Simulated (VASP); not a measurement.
# Ga (Pm-3m) in VASP: notebook

The runs below take Ga through relaxation of cell and atoms, with PBEsol.

All numbers are computed with VASP 6.6.1; they aren't measurements. Logs are shortened: lines on timing, memory, paths and dates and some standing lists are left out, and cuts for length are marked.

### Step 1. The cell of the first run

It takes space group Pm-3m (No. 221, cubic). Conventional cell: a = 2.661 Å, b = 2.661 Å, c = 2.661 Å, α = 90.00°, β = 90.00°, γ = 90.00°. Within 3.5 Å of Ga (site symmetry m-3m) lie 6 Ga at 2.66 Å.

### Step 2. Relaxation of cell and atoms, PBEsol, target pressure -0.12 GPa, at which the enthalpy is minimised

File INCAR:

```
ALGO = Normal
EDIFF = 1E-7
EDIFFG = -0.005
ENCUT = 600
GGA = PS
IBRION = 2
ISIF = 3
ISMEAR = -1
LASPH = True
LCHARG = False
LREAL = False
LWAVE = False
NELM = 60
NSW = 32
PREC = Accurate
PSTRESS = -1.2
SIGMA = 0.1
```

File KPOINTS:

```
k-points
0
Gamma
  14 14 14
```

File POSCAR:

```
Ga
1.0
    2.6605042932      0.0000000000      0.0000000000
    0.0000000000      2.6605042932      0.0000000000
    0.0000000000      0.0000000000      2.6605042932
Ga
1
Direct
    0.0000000000      0.0000000000      0.0000000000
```

Potentials or basis: VASP PAW PBE potentials, release 64 (Ga_d).

Started as:

```
$ cat potpaw_PBE.64/Ga_d/POTCAR > POTCAR
$ mpirun -np 1 vasp_std > vasp.out
```

OUTCAR:

```text
EDIFF = 1E-7
   EDIFFG = -0.005
   ENCUT = 600
   GGA = PS
   IBRION = 2
   ISIF = 3
   ISMEAR = -1
   LASPH = True
   LREAL = False
   NELM = 60
   NSW = 32
   PREC = Accurate
   PSTRESS = -1.2

 ion  position               nearest neighbor table
   1  0.000  0.000  0.000-

  LATTYP: Found a simple cubic cell.
 ALAT       =     2.6605042932

  Lattice vectors:

 A1 = (   2.6605042932,   0.0000000000,   0.0000000000)
 A2 = (   0.0000000000,   2.6605042932,   0.0000000000)
 A3 = (   0.0000000000,   0.0000000000,   2.6605042932)

Analysis of symmetry for initial positions (statically):
=====================================================================
 Subroutine PRICEL returns:
 Original cell was already a primitive cell.

 Routine SETGRP: Setting up the symmetry group for a
 simple cubic supercell.

 Subroutine GETGRP returns: Found 48 space group operations
 (whereof 48 operations were pure point group operations)
 out of a pool of 48 trial point group operations.

The static configuration has the point symmetry O_h .

Analysis of symmetry for dynamics (positions and initial velocities):
=====================================================================
 Subroutine PRICEL returns:
 Original cell was already a primitive cell.

 Routine SETGRP: Setting up the symmetry group for a
 simple cubic supercell.

 Subroutine GETGRP returns: Found 48 space group operations
 (whereof 48 operations were pure point group operations)
 out of a pool of 48 trial point group operations.

The dynamic configuration has the point symmetry O_h .

 Subroutine INISYM returns: Found 48 space group operations
 (whereof 48 operations are pure point group operations),
 and found     1 'primitive' translations

----------------------------------------------------------------------------------------

                                     Primitive cell

  volume of cell :      18.8318

  direct lattice vectors                    reciprocal lattice vectors
     2.660504293  0.000000000  0.000000000     0.375868591  0.000000000  0.000000000
     0.000000000  2.660504293  0.000000000     0.000000000  0.375868591  0.000000000
     0.000000000  0.000000000  2.660504293     0.000000000  0.000000000  0.375868591

  length of vectors
     2.660504293  2.660504293  2.660504293     0.375868591  0.375868591  0.375868591

[... 77 lines left out ...]
   NELM   =     60;   NELMIN=  2; NELMDL= -5     # of ELM steps
   EDIFF  = 0.1E-06   stopping-criterion for ELM
   LREAL  =      F    real-space projection
   EDIFFG = -.5E-02   stopping-criterion for IOM
   NSW    =     32    number of steps for IOM
   IBRION =      2    ionic relax: 0-MD 1-quasi-New 2-CG
   NFREE  =      1    steps in history (QN), initial steepest desc. (CG)
   ISIF   =      3    stress and relaxation
   ISYM   =      2    0-nonsym 1-usesym 2-fastsym
   POTIM  = 0.5000    time-step for ionic-motion
   TEBEG  =    0.0;   TEEND  =   0.0 temperature during run
   PSTRESS=   -1.2 pullay stress
   NELECT =      13.0000    total number of electrons
   NUPDOWN=      -1.0000    fix difference up-down
   EMIN   =  10.00;   EMAX   =-10.00  energy-range for DOS
   EFERMI =   0.00;   METHOD = LEGACY
   ISMEAR =    -1;   SIGMA  =   0.10  broadening in eV -4-tet -1-fermi 0-gaus
   EFERMI_NEDOS =   21; number of points for ismear=-14 and -15
   IALGO  =     38    algorithm
   IMIX   =      4    mixing-type and parameters
     AMIX     =   0.40;   BMIX     =  1.00
     AMIX_MAG =   1.60;   BMIX_MAG =  1.00
  volume/ion in A,a.u.               =      18.83       127.08
  Fermi-wavevector in a.u.,A,eV,Ry     =   1.446856  2.734161 28.482332  2.093392
  Thomas-Fermi vector in A             =   2.564877
   LORBIT       =      0    0 simple, 1 ext, 2 COOP (PROOUT), +10 PAW based schemes
   GGA     = PS    functional components
   LHFCALC =     F    Hartree Fock is set to
   AEXX    =    0.0000 exact exchange contribution
   IVDW    =     0    specifies the selected vdW correction
   LEPSILON=     F    determine dielectric tensor
   LRPA    =     F    only Hartree local field effects (RPA)
 conjugate gradient relaxation of ions
 non-spin polarized calculation
  energy-cutoff  :      600.00
  volume of cell :       18.83
 maximum number of plane-waves:       651
 NGX is ok and might be reduce to    24
   NGX = 11   NGY = 11   NGZ = 11

 number of electron      12.9999998 magnetization

 Free energy of the ion-electron system (eV)
  ---------------------------------------------------
  ext. energy  EPLUGINS =         0.00000000
  ---------------------------------------------------
  free energy    TOTEN  =        -3.27852126 eV

  energy without entropy =       -3.26404100  energy(sigma->0) =       -3.27128113

 E-fermi :   5.1309     XC(G=0): -11.0894

 val. band max:        5.1220118471   @ k =   0.3571   0.2857   0.0000
 cond. band min:       5.1552041712   @ k =   0.4286   0.3571   0.2143
 fundamental gap:      0.0331923240
 Fermi energy:         5.1309327736

 k-point     1 :       0.0000    0.0000    0.0000
  band No.  band energies     occupation
      1     -10.0020      2.00000
      2     -10.0020      2.00000
      3      -9.4012      2.00000
      4      -9.4012      2.00000
      5      -9.4012      2.00000
      6      -5.8621      2.00000
      7      14.5152      0.00000
      8      14.5152      0.00000
      9      14.5152      0.00000
     10      17.4461      0.00000
[... 287 lines left out ...]
 k-point    24 :       0.3571    0.2143    0.0000
  band No.  band energies     occupation
      1      -9.8731      2.00000
      2      -9.6469      2.00000
      3      -9.5831      2.00000
      4      -9.5270      2.00000
      5      -9.4512      2.00000
      6      -2.1540      2.00000
      7       4.4851      1.99687
      8      10.5942      0.00000
      9      17.3761      0.00000
     10      18.1008      0.00000

 [... further k-points ...]
[... 5 lines left out ...]
  --------------------------------------------------------------------------------------
  -------------------------------------------------------------------------------------
  Total       -0.0138830     -0.0138830     -0.0138830      0.0000000      0.0000000     -0.0000000
  in kB       -1.1811432     -1.1811432     -1.1811432      0.0000000      0.0000000     -0.0000000
  external PRESSURE =       0.0188568 kB  Pullay stress =      -1.2000000 kB

 VOLUME and BASIS-vectors are now :
 -----------------------------------------------------------------------------
  energy-cutoff  :      600.00
  volume of cell :       18.83
      direct lattice vectors                 reciprocal lattice vectors
     2.660504293  0.000000000  0.000000000     0.375868591  0.000000000  0.000000000
     0.000000000  2.660504293  0.000000000     0.000000000  0.375868591  0.000000000
     0.000000000  0.000000000  2.660504293     0.000000000  0.000000000  0.375868591

 POSITION                                       TOTAL-FORCE (eV/Angst)
 -----------------------------------------------------------------------------------
      0.00000      0.00000      0.00000         0.000000      0.000000      0.000000
 -----------------------------------------------------------------------------------
    total drift:                                0.000000     -0.000000      0.000000

  FREE ENERGIE OF THE ION-ELECTRON SYSTEM (eV)
  ---------------------------------------------------
  free  energy   TOTEN  =        -3.2785212560 eV

  energy  without entropy=       -3.2640409960  energy(sigma->0) =       -3.27128113

  enthalpy is  TOTEN    =        -3.2926259139 eV   P V=       -0.0141046579

 reached required accuracy - stopping structural energy minimisation
```

OSZICAR:

```text
N       E                     dE             d eps       ncg     rms          rms(c)
DAV:   1     0.377716618955E+02    0.37772E+02   -0.75622E+03  2490   0.244E+03
DAV:   2    -0.184049901774E+01   -0.39612E+02   -0.38649E+02  2444   0.256E+02
DAV:   3    -0.330787563241E+01   -0.14674E+01   -0.14618E+01  2810   0.448E+01
DAV:   4    -0.332111941363E+01   -0.13244E-01   -0.13232E-01  2826   0.443E+00
DAV:   5    -0.332129414741E+01   -0.17473E-03   -0.17472E-03  2840   0.456E-01    0.109E+00
DAV:   6    -0.328458480552E+01    0.36709E-01   -0.91284E-02  2768   0.657E+00    0.493E-01
DAV:   7    -0.327926793320E+01    0.53169E-02   -0.10959E-02  2878   0.192E+00    0.156E-01
DAV:   8    -0.327851833031E+01    0.74960E-03   -0.91326E-04  3096   0.578E-01    0.118E-02
DAV:   9    -0.327852128429E+01   -0.29540E-05   -0.79708E-06  3042   0.413E-02    0.383E-03
DAV:  10    -0.327852125605E+01    0.28244E-07   -0.48133E-07  2752   0.124E-02
   1 F= -.32926259E+01 E0= -.32853858E+01  d E =-.329263E+01
```

It took 5.8 s on 1 thread of Intel Xeon 6975P-C (Granite Rapids), shared host; peak memory 0.15 GiB.

What came out:

| Property | Result |
| --- | --- |
| Free energy | -3.2785 eV |
| Pressure after relaxing | -0.1 GPa |

Final structure:
```xyz
1
Lattice="2.6605 0.0000 0.0000 0.0000 2.6605 0.0000 0.0000 0.0000 2.6605" Properties=species:S:1:pos:R:3 pbc="T T T"
Ga    0.0000    0.0000    0.0000
```

Caveat: the relaxation stopped at its first step, so nothing moved; the cell is relaxed towards a set pressure, so the enthalpy falls and the energy may rise; the PAW data sets were made with another functional, which shifts forces and pressure a little.

### Step 3. Relaxation of cell and atoms, PBEsol, target pressure -0.12 GPa, at which the enthalpy is minimised

This run uses another cell than the first one, of 19.48 Å³/atom, 1.034 times its volume.

File INCAR:

```
PREC     = Accurate       # precision mode
ENCUT    = 600            # plane-wave cutoff, eV
EDIFF    = 1E-6           # SCF threshold, eV
ISMEAR   = -1             # smearing method
SIGMA    = 0.1            # smearing width, eV
LREAL    = False          # projectors in reciprocal space
LASPH    = True           # aspherical terms in the spheres
NELM     = 100            # most SCF steps
ALGO     = Normal         # electronic algorithm
ISIF     = 3              # what is computed and relaxed
LWAVE    = False          # write WAVECAR
LCHARG   = False          # write CHGCAR
GGA      = PS             # functional
IBRION   = 2              # ionic algorithm
NSW      = 60             # ionic steps
EDIFFG   = -0.005         # ionic threshold
PSTRESS  = -1.2
```

File KPOINTS:

```
Automatic mesh
0
Gamma
  14 14 14
```

File POSCAR:

```
Ga
1.0
    2.6906780118      0.0000000000      0.0000000000
    0.0000000000      2.6906780118      0.0000000000
    0.0000000000      0.0000000000      2.6906780118
Ga
1
Direct
    0.0000000000      0.0000000000      0.0000000000
```

Potentials or basis: VASP PAW PBE potentials, release 64 (Ga_d).

Started as:

```
$ cat potpaw_PBE.64/Ga_d/POTCAR > POTCAR
$ mpirun -np 1 vasp_std > vasp.out
```

It took 22 s on 1 thread of Intel Xeon 6975P-C (Granite Rapids), shared host; peak memory 0.16 GiB.

The run converged. Its results:

```
Free energy                                            : -3.2787 eV
Relaxed volume                                         : 18.84 Å³/atom
Relaxed cell                                           : a = 2.661 Å, b = 2.661 Å, c = 2.661 Å, α = 90.00°, β = 90.00°, γ = 90.00°
Space group after relaxing (to 0.05 Å)                 : Pm-3m (No. 221)
Energy change on relaxing (the enthalpy is what falls) : -3.9 meV/atom
Ionic steps                                            : 7
Pressure after relaxing                                : -0.1 GPa
```

The path:
```csv
step,energy change (eV),largest force (eV/Å),pressure (GPa),volume (Å³)
1,0.0000,0.0000,-1.84,19.48
2,-0.0039,0.0000,-0.38,18.90
3,-0.0039,0.0000,0.23,18.76
4,-0.0039,0.0000,-0.19,18.84
5,-0.0039,0.0000,-0.03,18.82
6,-0.0039,0.0000,-0.17,18.85
7,-0.0039,0.0000,-0.09,18.84
```

Final structure:
```
Ga
1.0
     2.66095    0.00000    0.00000
     0.00000    2.66095    0.00000
     0.00000    0.00000    2.66095
Ga
1
Direct
  0.00000 0.00000 0.00000
```

Levels at points of the mesh, in eV from the Fermi level:
| k point | band 3 | band 4 | band 5 | band 6 | band 7 | band 8 | band 9 | band 10 |
| --- | --- | --- | --- | --- | --- | --- | --- | --- |
| (0.00, 0.00, 0.00) | -14.53 | -14.53 | -14.53 | -10.99 | 9.38 | 9.38 | 9.38 | 12.31 |
| (0.50, 0.00, 0.00) | -14.70 | -14.70 | -14.52 | -6.29 | -4.40 | 13.08 | 13.08 | 16.24 |
| (0.50, 0.50, 0.00) | -14.67 | -14.67 | -14.38 | -1.39 | -0.74 | -0.74 | 4.21 | 16.92 |
| (0.50, 0.50, 0.50) | -14.93 | -14.37 | -14.37 | 2.77 | 2.77 | 2.77 | 4.54 | 8.40 |

Caveat: the cell is relaxed towards a set pressure, so the enthalpy falls and the energy may rise; the PAW data sets were made with another functional, which shifts forces and pressure a little.
